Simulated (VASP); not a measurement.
A run of VASP 6.6.1:

Contents of POSCAR:

```
InP
1.0
    0.0000000000      2.8908937935      2.8908937935
    2.8908937935      0.0000000000      2.8908937935
    2.8908937935      2.8908937935      0.0000000000
In P
1 1
Direct
    0.0000000000      0.0000000000      0.0000000000
    0.7500000000      0.7500000000      0.7500000000
```

INCAR.step1

```
PREC = Accurate
ENCUT = 520
EDIFF = 1E-5
ISMEAR = -1
SIGMA = 0.05
LREAL = False
LASPH = True
NELM = 100
ALGO = Normal
ISIF = 2
LWAVE = True
LCHARG = False
NBANDS = 16
GGA = PE
```

The input INCAR.step2:

```
PREC = Accurate
ENCUT = 520
EDIFF = 1E-7
ISMEAR = -1
SIGMA = 0.05
LREAL = False
LASPH = True
NELM = 100
ALGO = Normal
ISIF = 2
LWAVE = False
LCHARG = False
METAGGA = R2SCAN
LHFCALC = True
AEXX = 0.25
LMIXTAU = True
PRECFOCK = Normal
NBANDS = 16
ISTART = 1
```

KPOINTS

```
regular mesh
0
Gamma
  4 4 4
```

Potentials or basis: VASP PAW PBE potentials, release 64 (In_d, P).

Run with:

```bash
$ cat potpaw_PBE.64/In_d/POTCAR potpaw_PBE.64/P/POTCAR > POTCAR
$ cp INCAR.step1 INCAR
$ mpirun -np 1 vasp_std > vasp.out
$ cp INCAR.step2 INCAR
$ mpirun -np 1 vasp_std > vasp.out
```

Hardware: 1 thread of AMD EPYC 7R13 Processor (Zen 3) (shared host).

Q: Estimate the wall time of this run.

A: Wall time 9.1 min on 1 thread of AMD EPYC 7R13 Processor (Zen 3) (shared host), peak memory 0.15 GiB. Counts: k points 8.
